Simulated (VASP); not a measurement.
# Ag8Br7 (a cell with a defect) in VASP: a series of runs

Runs on Ag8Br7 (a cell with a defect). Level: PBE. Tasks: single point.

Everything below comes from runs of VASP 6.6.1. Logs are shortened: lines on timing, memory, paths and dates and some standing lists are left out, and cuts for length are marked.

### 1 The cell of the first run

The cell holds a defect, 15 atoms: a = 8.242 Å, b = 8.242 Å, c = 8.242 Å, α = 60.00°, β = 60.00°, γ = 60.00°.

### 2 Single point, PBE

INCAR

```
SYSTEM = Ag8Br7
PREC = Accurate ; ENCUT = 520
EDIFF = 1E-6 ; ISMEAR = 0
SIGMA = 0.1 ; LREAL = Auto
LASPH = .True. ; NELM = 100
ALGO = Normal ; ISIF = 2
LWAVE = .False. ; LCHARG = .False.
GGA = PE ; NBANDS = 82
```

KPOINTS

```
regular mesh
0
Gamma
  2 2 2
  0 0 0
```

POSCAR

```
Ag8Br7
1.0
    0.0000000000      5.8279080000      5.8279080000
    5.8279080000      0.0000000000      5.8279080000
    5.8279080000      5.8279080000      0.0000000000
Ag Br
8 7
Direct
    0.2107873014      0.2312950033      0.3069080706
    0.1808475700      0.3671706897      0.6085337998
    0.2325304380      0.7455119401      0.3257685262
    0.2501328092      0.7421510429      0.7941067361
    0.7465072372      0.2215854300      0.2201789218
    0.8434792553      0.3735303474      0.6014730329
    0.7444361682      0.6906060459      0.2463102540
    0.8399049882      0.7063936150      0.6436199748
   -0.0436208842     -0.0226265583      0.6204786520
    0.0090835339      0.4196564187      0.0435253954
    0.0029873498      0.8721019618      0.1233334500
    0.4647564787     -0.0192225066      0.0812509394
    0.4741348868      0.0421452260      0.5213228315
    0.5751523531      0.5099697868     -0.0711883235
    0.4730614313      0.4973886856      0.5503128224
```

Potentials or basis: VASP PAW PBE potentials, release 64 (Ag, Br).

On the command line:

```console
> cat potpaw_PBE.64/Ag/POTCAR potpaw_PBE.64/Br/POTCAR > POTCAR
> mpirun -np 1 vasp_std > vasp.out
```

OUTCAR:

```text
SYSTEM = Ag8Br7
   PREC = Accurate
   ENCUT = 520
   EDIFF = 1E-6
   ISMEAR = 0
   LREAL = Auto
   LASPH = .True.
   NELM = 100
   ISIF = 2
   GGA = PE

 ion  position               nearest neighbor table
   1  0.211  0.231  0.307-  10 2.75  12 2.78  13 2.82   6 2.89   9 3.00   2 3.06
   2  0.181  0.367  0.609-  13 2.69   6 2.78   8 2.82  15 2.85   3 2.90   1 3.06
   3  0.233  0.746  0.326-  11 2.63  15 2.71  12 2.73   2 2.90   8 3.03   9 3.08
   4  0.250  0.742  0.794-   9 2.77  14 2.79  11 2.80  15 2.85  13 3.07
   5  0.747  0.222  0.220-  13 2.73  10 2.73  14 2.78  11 2.82
   6  0.843  0.374  0.601-   2 2.78  14 2.83   9 2.85  15 2.88   1 2.89   8 2.92   7 2.94
   7  0.744  0.691  0.246-  12 2.69  11 2.71  10 2.78  15 2.79   6 2.94
   8  0.840  0.706  0.644-   9 2.74  14 2.74   2 2.82   6 2.92   3 3.03  13 3.11
   9  0.956  0.977  0.620-   8 2.74   4 2.77   6 2.85   1 3.00   3 3.08
  10  0.009  0.420  0.044-   5 2.73   1 2.75   7 2.78
  11  0.003  0.872  0.123-   3 2.63   7 2.71   4 2.80   5 2.82
  12  0.465  0.981  0.081-   7 2.69   3 2.73   1 2.78
  13  0.474  0.042  0.521-   2 2.69   5 2.73   1 2.82   4 3.07   8 3.11
  14  0.575  0.510  0.929-   8 2.74   5 2.78   4 2.79   6 2.83
  15  0.473  0.497  0.550-   3 2.71   7 2.79   2 2.85   4 2.85   6 2.88

  LATTYP: Found a face centered cubic cell.
 ALAT       =    11.6558160000

  Lattice vectors:

 A1 = (   0.0000000000,   5.8279080000,   5.8279080000)
 A2 = (   5.8279080000,   0.0000000000,   5.8279080000)
 A3 = (   5.8279080000,   5.8279080000,   0.0000000000)

Analysis of symmetry for initial positions (statically):
=====================================================================
 Subroutine PRICEL returns:
 Original cell was already a primitive cell.

 Routine SETGRP: Setting up the symmetry group for a
 face centered cubic supercell.

 Subroutine GETGRP returns: Found  1 space group operations
 (whereof  1 operations were pure point group operations)
 out of a pool of 48 trial point group operations.

The static configuration has the point symmetry C_1 .

Analysis of symmetry for dynamics (positions and initial velocities):
=====================================================================
 Subroutine PRICEL returns:
 Original cell was already a primitive cell.

 Routine SETGRP: Setting up the symmetry group for a
 face centered cubic supercell.

 Subroutine GETGRP returns: Found  1 space group operations
 (whereof  1 operations were pure point group operations)
 out of a pool of 48 trial point group operations.

The dynamic configuration has the point symmetry C_1 .

 Subroutine INISYM returns: Found  1 space group operations
 (whereof  1 operations are pure point group operations),
 and found     1 'primitive' translations

----------------------------------------------------------------------------------------

                                     Primitive cell

  volume of cell :     395.8841

  direct lattice vectors                    reciprocal lattice vectors
     0.000000000  5.827908000  5.827908000    -0.085794079  0.085794079  0.085794079
     5.827908000  0.000000000  5.827908000     0.085794079 -0.085794079  0.085794079
     5.827908000  5.827908000  0.000000000     0.085794079  0.085794079 -0.085794079

  length of vectors
     8.241906534  8.241906534  8.241906534     0.148599704  0.148599704  0.148599704

  position of ions in fractional coordinates (direct lattice)
     0.210787301  0.231295003  0.306908071
     0.180847570  0.367170690  0.608533800
     0.232530438  0.745511940  0.325768526
     0.250132809  0.742151043  0.794106736
     0.746507237  0.221585430  0.220178922
     0.843479255  0.373530347  0.601473033
     0.744436168  0.690606046  0.246310254
     0.839904988  0.706393615  0.643619975
     0.956379116  0.977373442  0.620478652
     0.009083534  0.419656419  0.043525395
     0.002987350  0.872101962  0.123333450
     0.464756479  0.980777493  0.081250939
     0.474134887  0.042145226  0.521322832
     0.575152353  0.509969787  0.928811676
     0.473061431  0.497388686  0.550312822

  ion indices of the primitive-cell ions
   primitive index   ion index
                 1           1
                 2           2
                 3           3
                 4           4
                 5           5
                 6           6
                 7           7
                 8           8
                 9           9
                10          10
                11          11
                12          12
                13          13
                14          14
                15          15

----------------------------------------------------------------------------------------

 KPOINTS: regular mesh

Automatic generation of k-mesh.
 Grid dimensions read from file:
 generate k-points for:    2    2    2

 Generating k-lattice:

  Cartesian coordinates                     Fractional coordinates (reciprocal lattice)
    -0.042897040  0.042897040  0.042897040     0.500000000  0.000000000  0.000000000
     0.042897040 -0.042897040  0.042897040     0.000000000  0.500000000  0.000000000
     0.042897040  0.042897040 -0.042897040     0.000000000  0.000000000  0.500000000

  Length of vectors
     0.074299852  0.074299852  0.074299852

  Shift w.r.t. Gamma in fractional coordinates (k-lattice)
     0.000000000  0.000000000  0.000000000

 Subroutine IBZKPT returns following result:
 ===========================================

 Found      8 irreducible k-points:

 Following reciprocal coordinates:
            Coordinates               Weight
  0.000000  0.000000  0.000000      1.000000
  0.500000  0.000000  0.000000      1.000000
  0.000000  0.500000  0.000000      1.000000
  0.000000  0.000000  0.500000      1.000000
  0.500000  0.500000  0.500000      1.000000
  0.500000  0.500000  0.000000      1.000000
  0.000000  0.500000  0.500000      1.000000
  0.500000  0.000000  0.500000      1.000000
   k-points           NKPTS =      8   k-points in BZ     NKDIM =      8   number of bands    NBANDS=     82
   number of dos      NEDOS =    301   number of ions     NIONS =     15
   total plane-waves  NPLWV = 262144
   dimension x,y,z NGX =    64 NGY =   64 NGZ =   64
   dimension x,y,z NGXF=   128 NGYF=  128 NGZF=  128
   ions per type =               8   7
   NGX,Y,Z   is equivalent  to a cutoff of  12.91, 12.91, 12.91 a.u.
   NGXF,Y,Z  is equivalent  to a cutoff of  25.82, 25.82, 25.82 a.u.
 SYSTEM =  Ag8Br7
   PREC   = accura    normal or accurate (medium, high low for compatibility)
   ISTART =      0    job   : 0-new  1-cont  2-samecut
   ICHARG =      2    charge: 1-file 2-atom 10-const
   ISPIN  =      1    spin polarized calculation?
   LNONCOLLINEAR =      F non collinear calculations
   LSORBIT =      F    spin-orbit coupling
   LASPH  =      T    aspherical Exc in radial PAW
   ENCUT  =  520.0 eV  38.22 Ry    6.18 a.u.  15.32 15.32 15.32*2*pi/ulx,y,z
   NELM   =    100;   NELMIN=  2; NELMDL= -5     # of ELM steps
   EDIFF  = 0.1E-05   stopping-criterion for ELM
   LREAL  =      T    real-space projection
   EDIFFG = 0.1E-04   stopping-criterion for IOM
   NSW    =      0    number of steps for IOM
   IBRION =     -1    ionic relax: 0-MD 1-quasi-New 2-CG
   NFREE  =      0    steps in history (QN), initial steepest desc. (CG)
   ISIF   =      2    stress and relaxation
   ISYM   =      2    0-nonsym 1-usesym 2-fastsym
   POTIM  = 0.5000    time-step for ionic-motion
   TEBEG  =    0.0;   TEEND  =   0.0 temperature during run
   PSTRESS=    0.0 pullay stress
   NELECT =     137.0000    total number of electrons
   NUPDOWN=      -1.0000    fix difference up-down
   EMIN   =  10.00;   EMAX   =-10.00  energy-range for DOS
   EFERMI =   0.00;   METHOD = LEGACY
   ISMEAR =     0;   SIGMA  =   0.10  broadening in eV -4-tet -1-fermi 0-gaus
   EFERMI_NEDOS =   21; number of points for ismear=-14 and -15
   IALGO  =     38    algorithm
   IMIX   =      4    mixing-type and parameters
     AMIX     =   0.40;   BMIX     =  1.00
     AMIX_MAG =   1.60;   BMIX_MAG =  1.00
  volume/ion in A,a.u.               =      26.39       178.10
  Fermi-wavevector in a.u.,A,eV,Ry     =   1.149368  2.171990 17.973925  1.321046
  Thomas-Fermi vector in A             =   2.286038
   LORBIT       =      0    0 simple, 1 ext, 2 COOP (PROOUT), +10 PAW based schemes
   GGA     = PE    functional components
   LHFCALC =     F    Hartree Fock is set to
   AEXX    =    0.0000 exact exchange contribution
   IVDW    =     0    specifies the selected vdW correction
   LEPSILON=     F    determine dielectric tensor
   LRPA    =     F    only Hartree local field effects (RPA)
 non-spin polarized calculation
 Gauss-broadening in eV      SIGMA  =   0.10
  energy-cutoff  :      520.00
  volume of cell :      395.88
 maximum number of plane-waves:     10777
 NGX is ok and might be reduce to    64
   NGX = 31   NGY = 31   NGZ = 31

 number of electron     137.0000002 magnetization

 Free energy of the ion-electron system (eV)
  ---------------------------------------------------
  ext. energy  EPLUGINS =         0.00000000
  ---------------------------------------------------
  free energy    TOTEN  =       -36.59175122 eV

  energy without entropy =      -36.57615145  energy(sigma->0) =      -36.58395133

 E-fermi :   3.0724     XC(G=0):  -9.2421

 val. band max:        3.0401880631   @ k =   0.0000   0.0000   0.5000
 cond. band min:       3.1179391966   @ k =   0.5000   0.5000   0.5000
 fundamental gap:      0.0777511335
 Fermi energy:         3.0724475354

 k-point     1 :       0.0000    0.0000    0.0000
  band No.  band energies     occupation
      1     -12.2716      2.00000
      2     -12.0611      2.00000
      3     -11.9859      2.00000
      4     -11.8979      2.00000
      5     -11.8739      2.00000
      6     -11.7799      2.00000
[... 72 lines left out ...]
     79       7.5471      0.00000
     80       8.1727      0.00000

 k-point     2 :       0.5000    0.0000    0.0000
  band No.  band energies     occupation
      1     -12.1914      2.00000
      2     -12.1124      2.00000
      3     -11.9877      2.00000
      4     -11.9267      2.00000
      5     -11.8751      2.00000
      6     -11.7785      2.00000
[... 72 lines left out ...]
     79       8.1927      0.00000
     80       8.4112      0.00000
[... 413 lines left out ...]
     79       8.2725      0.00000
     80       8.3951      0.00000

 k-point     8 :       0.5000    0.0000    0.5000
  band No.  band energies     occupation
      1     -12.1855      2.00000
      2     -12.0943      2.00000
      3     -11.9803      2.00000
      4     -11.9277      2.00000
      5     -11.9072      2.00000
      6     -11.7800      2.00000
[... 72 lines left out ...]
     79       8.2501      0.00000
     80       8.4870      0.00000
 [bands above 80 left out]

------------------------ aborting loop because EDIFF is reached ----------------------------------------

  FORCE on cell =-STRESS in cart. coord.  units (eV):
  Direction    XX          YY          ZZ          XY          YZ          ZX
  --------------------------------------------------------------------------------------
  -------------------------------------------------------------------------------------
  Total        0.2634518      2.0744940      0.8759531     -0.4179958      0.3028992      0.2115863
  in kB        1.0662123      8.3956572      3.5450584     -1.6916655      1.2258592      0.8563082
  external PRESSURE =       4.3356427 kB  Pullay stress =       0.0000000 kB

 VOLUME and BASIS-vectors are now :
 -----------------------------------------------------------------------------
  energy-cutoff  :      520.00
  volume of cell :      395.88
      direct lattice vectors                 reciprocal lattice vectors
     0.000000000  5.827908000  5.827908000    -0.085794079  0.085794079  0.085794079
     5.827908000  0.000000000  5.827908000     0.085794079 -0.085794079  0.085794079
     5.827908000  5.827908000  0.000000000     0.085794079  0.085794079 -0.085794079

 POSITION                                       TOTAL-FORCE (eV/Angst)
 -----------------------------------------------------------------------------------
      3.13660      3.01708      2.57642        -0.012162      0.021045      0.013389
      5.68632      4.60044      3.19380        -0.003406     -0.010912      0.002076
      6.24332      3.25371      5.69994         0.018765     -0.008887      0.010400
      8.95317      6.08573      5.78294         0.004232      0.019909     -0.023367
      2.57456      5.63376      5.64195         0.012671      0.003711      0.014438
      5.68223      8.42105      7.09262         0.006053      0.021694     -0.018560
      5.46026      5.77398      8.36329         0.006071     -0.002632      0.009278
      7.86776      8.64585      9.01169        -0.041885     -0.007155     -0.011603
      9.31213      9.18978     11.26973         0.025306      0.002898      0.029406
      2.69938      0.30660      2.49866        -0.003731     -0.007038     -0.006035
      5.80131      0.73619      5.09994        -0.000165     -0.005361      0.006411
      6.18940      3.18208      8.42444         0.007688      0.003615      0.000981
      3.28384      5.80144      3.00883        -0.007353      0.001913      0.005818
      8.38509      8.76496      6.32399         0.001367     -0.030682     -0.012815
      6.10591      5.96413      5.65569        -0.013451     -0.002120     -0.019817
 -----------------------------------------------------------------------------------
    total drift:                                0.013051     -0.023857     -0.003313

  FREE ENERGIE OF THE ION-ELECTRON SYSTEM (eV)
  ---------------------------------------------------
  free  energy   TOTEN  =       -36.5917512178 eV

  energy  without entropy=      -36.5761514491  energy(sigma->0) =      -36.58395133
```

Wall time 11 min (1 thread of Intel Xeon Platinum 8259CL at 2.50GHz (Skylake/Cascade Lake), shared host); peak memory 0.62 GiB.

Results:

```yaml
Free_energy: -36.5918 eV
Pressure: 0.4 GPa
Largest_force: 0.044 eV/Å
Band_gap_on_the_k_mesh: zero (an odd number of electrons rules out a gap without spin polarisation)
```

Forces in eV/Å, atoms in the order of the input:
```
Ag  -0.012  0.021  0.013
Ag  -0.003 -0.011  0.002
Ag   0.019 -0.009  0.010
Ag   0.004  0.020 -0.023
Ag   0.013  0.004  0.014
Ag   0.006  0.022 -0.019
Ag   0.006 -0.003  0.009
Ag  -0.042 -0.007 -0.012
Br   0.025  0.003  0.029
Br  -0.004 -0.007 -0.006
Br   0.000 -0.005  0.006
Br   0.008  0.004  0.001
Br  -0.007  0.002  0.006
Br   0.001 -0.031 -0.013
Br  -0.013 -0.002 -0.020
```

Caveat: the k points lie up to 0.47 Å⁻¹ apart, too coarse for converged energies and pressures of a metal; an odd number of electrons without spin polarisation forces a metal; a magnetic or distorted state may lie lower.

### 3 Single point, PBE

INCAR

```
SYSTEM = Ag8Br7
  ALGO = Normal
  EDIFF = 1E-7
  ENCUT = 520
  GGA = PE
  ISIF = 2
  ISMEAR = 0
  LASPH = .TRUE.
  LCHARG = .TRUE.
  LELF = .TRUE.
  LREAL = Auto
  LVHAR = .TRUE.
  LWAVE = .FALSE.
  NBANDS = 82
  NELM = 100
  PREC = Accurate
  SIGMA = 0.1
```

KPOINTS

```
k-points
0
G
  2 2 2
  0 0 0
```

POSCAR

```
Ag8Br7
1.0
    0.0000000000      5.8279080000      5.8279080000
    5.8279080000      0.0000000000      5.8279080000
    5.8279080000      5.8279080000      0.0000000000
Ag Br
8 7
Direct
    0.2746321665      0.1903612754      0.3115781855
    0.2098364456      0.3587179997      0.5911115103
    0.2290707060      0.7471761737      0.2781636223
    0.2374400900      0.7017233285      0.8300753890
    0.7857663505      0.2698280412      0.2282585792
    0.8841776500      0.3790576310      0.5453713408
    0.7016394219      0.7688738395      0.2985036826
    0.8482166328      0.7075381938      0.5937477908
   -0.0308582428      0.0288975049      0.5081955652
   -0.0004752992      0.5083927200     -0.0940414639
   -0.0339809757      0.9517123469      0.0636653839
    0.4673289283     -0.0232258299      0.0668505749
    0.4572703447     -0.0378687344      0.6236585238
    0.4664574321      0.4541408341      0.1024594074
    0.5085432028      0.4973493061      0.5439317161
```

Potentials or basis: VASP PAW PBE potentials, release 64 (Ag, Br).

On the command line:

```console
> cat potpaw_PBE.64/Ag/POTCAR potpaw_PBE.64/Br/POTCAR > POTCAR
> mpirun -np 1 vasp_std > vasp.out
```

Run time: 15 min. Hardware: 1 thread of Intel Xeon Platinum 8259CL at 2.50GHz (Skylake/Cascade Lake), shared host; peak memory 0.62 GiB.

It converged, with:

```yaml
Free_energy: -36.6576 eV
Pressure: 0.6 GPa
Largest_force: 0.025 eV/Å
Band_gap_on_the_k_mesh: zero (an odd number of electrons rules out a gap without spin polarisation)
```

Forces in eV/Å, atoms in the order of the input:
```
Ag  -0.004  0.004 -0.008
Ag  -0.002  0.001  0.002
Ag   0.000  0.008  0.004
Ag  -0.007 -0.001  0.004
Ag  -0.009  0.002  0.003
Ag   0.002 -0.005 -0.003
Ag   0.003 -0.001 -0.014
Ag   0.001  0.002  0.004
Br  -0.005  0.007  0.007
Br   0.000 -0.002  0.012
Br  -0.010  0.002  0.007
Br   0.003  0.002 -0.006
Br  -0.002 -0.003 -0.008
Br   0.006 -0.006  0.000
Br   0.023 -0.010 -0.004
```

Stress tensor (GPa, compression positive):
```
 0.58  0.00 -0.04
 0.00  0.35 -0.01
-0.04 -0.01  0.78
```

Levels at points of the mesh, in eV from the Fermi level:
```csv
k point,band 65,band 66,band 67,band 68,band 69,band 70,band 71,band 72
"(0.00, 0.00, 0.00)",-0.96,-0.94,-0.77,-0.63,-0.54,1.56,2.42,2.61
"(0.50, 0.00, 0.00)",-1.26,-1.14,-0.89,-0.86,-0.06,1.25,2.64,2.75
"(0.00, 0.50, 0.00)",-1.36,-1.11,-0.91,-0.84,-0.04,1.11,2.59,2.81
"(0.00, 0.00, 0.50)",-1.14,-1.04,-0.96,-0.83,0.01,2.05,2.51,2.73
"(0.50, 0.50, 0.50)",-1.24,-1.17,-0.94,-0.86,-0.14,1.22,2.35,2.50
"(0.50, 0.50, 0.00)",-1.21,-1.12,-0.86,-0.69,0.16,1.29,2.37,2.60
"(0.00, 0.50, 0.50)",-1.30,-0.98,-0.95,-0.75,0.13,1.26,2.43,2.70
"(0.50, 0.00, 0.50)",-1.26,-1.01,-0.94,-0.69,0.15,1.35,2.52,2.65
```

Caveat: the k points lie up to 0.47 Å⁻¹ apart, too coarse for converged energies and pressures of a metal; an odd number of electrons without spin polarisation forces a metal; a magnetic or distorted state may lie lower.

The gap in the log of VASP goes by the Fermi energy; the results here count the filled bands.